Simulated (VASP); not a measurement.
A run of VASP 6.6.1 is set up as follows.

INCAR

```
SYSTEM = Ir
PREC     = Accurate       ! precision mode
ENCUT    = 520            ! plane-wave cutoff, eV
EDIFF    = 1E-8           ! SCF threshold, eV
ISMEAR   = -1             ! smearing method
SIGMA    = 0.05           ! smearing width, eV
LREAL    = .False.        ! projectors in reciprocal space
LASPH    = .True.         ! aspherical terms in the spheres
NELM     = 100            ! most SCF steps
ALGO     = Normal         ! electronic algorithm
ISIF     = 2              ! what is computed and relaxed
LWAVE    = .False.        ! write WAVECAR
LCHARG   = .False.        ! write CHGCAR
GGA      = PE             ! functional
LEFG     = .True.       
NBANDS   = 16             ! bands
```

File KPOINTS:

```
Automatic mesh
0
Gamma
  10 10 10
  0 0 0
```

POSCAR

```
Ir
1.0
    0.0000000000      2.6272165707      2.6272165707
    2.6272165707      0.0000000000      2.6272165707
    2.6272165707      2.6272165707      0.0000000000
Ir
2
Direct
   -0.2600000000     -0.0800000000     -0.0800000000
    0.2600000000      0.0800000000      0.0800000000
```

Potentials or basis: VASP PAW PBE potentials, release 64 (Ir).

Command:

```bash
$ cat potpaw_PBE.64/Ir/POTCAR > POTCAR
$ mpirun -np 1 vasp_std > vasp.out
```

(1) What does it give for the pressure?

(2) Predict the largest force.

## Answers

(1) 169.1 GPa.

(2) 81.168 eV/Å.

Caveat: the cell differs from its parent crystal (shortest bond scaled by 0.64); without QUAD_EFG the Cq values of the log hold for a quadrupole moment of 1 mb, not for the nuclei; forces of over 1 eV/Å act on the atoms, so gaps and moduli don't describe the material at rest.
